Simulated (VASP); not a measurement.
A run of VASP 6.6.1:

POSCAR

```
W
1.0
    1.9227028480      0.0000000000      0.0000000000
    0.0000000000      1.9227028480      0.0000000000
    0.0000000000      0.0000000000      1.9227028480
W
1
Direct
    0.0000000000      0.0000000000      0.0000000000
```

Contents of INCAR.step1:

```
PREC     = Accurate       # precision mode
ENCUT    = 520            # plane-wave cutoff, eV
EDIFF    = 1E-6           # SCF threshold, eV
ISMEAR   = -1             # smearing method
SIGMA    = 0.1            # smearing width, eV
LREAL    = False          # projectors in reciprocal space
LASPH    = True           # aspherical terms in the spheres
NELM     = 100            # most SCF steps
ALGO     = Normal         # electronic algorithm
ISIF     = 2              # what is computed and relaxed
LWAVE    = False          # write WAVECAR
LCHARG   = True           # write CHGCAR
LMAXMIX  = 4              # l up to which the mixer works
GGA      = PS             # functional
NBANDS   = 13             # bands
```

KPOINTS.step1

```
regular mesh
0
Gamma
  16 16 16
```

File INCAR.step2:

```
PREC     = Accurate       # precision mode
ENCUT    = 520            # plane-wave cutoff, eV
EDIFF    = 1E-6           # SCF threshold, eV
ISMEAR   = -5             # smearing method
SIGMA    = 0.1            # smearing width, eV
LREAL    = False          # projectors in reciprocal space
LASPH    = True           # aspherical terms in the spheres
NELM     = 100            # most SCF steps
ALGO     = Normal         # electronic algorithm
ISIF     = 2              # what is computed and relaxed
LWAVE    = False          # write WAVECAR
LCHARG   = False          # write CHGCAR
LMAXMIX  = 4              # l up to which the mixer works
GGA      = PS             # functional
LORBIT   = 11             # projections on sites
NEDOS    = 2001           # points of the DOS
ICHARG   = 11             # starting density
```

Contents of KPOINTS.step2:

```
regular mesh
0
Gamma
  24 24 24
```

Potentials or basis: VASP PAW PBE potentials, release 64 (W_sv).

Run with:

```bash
$ cat potpaw_PBE.64/W_sv/POTCAR > POTCAR
$ cp INCAR.step1 INCAR
$ cp KPOINTS.step1 KPOINTS
$ mpirun -np 1 vasp_std > vasp.out
$ cp INCAR.step2 INCAR
$ cp KPOINTS.step2 KPOINTS
$ mpirun -np 1 vasp_std > vasp.out
```

Hardware: 1 thread of Intel(R) Xeon(R) 6975P-C (Granite Rapids) (shared host).

Question: Estimate the wall time of this run.

Answer: Run time: 8.6 s on 1 thread of Intel(R) Xeon(R) 6975P-C (Granite Rapids), on a shared host, peak memory 0.15 GiB. Counts: k points 455.
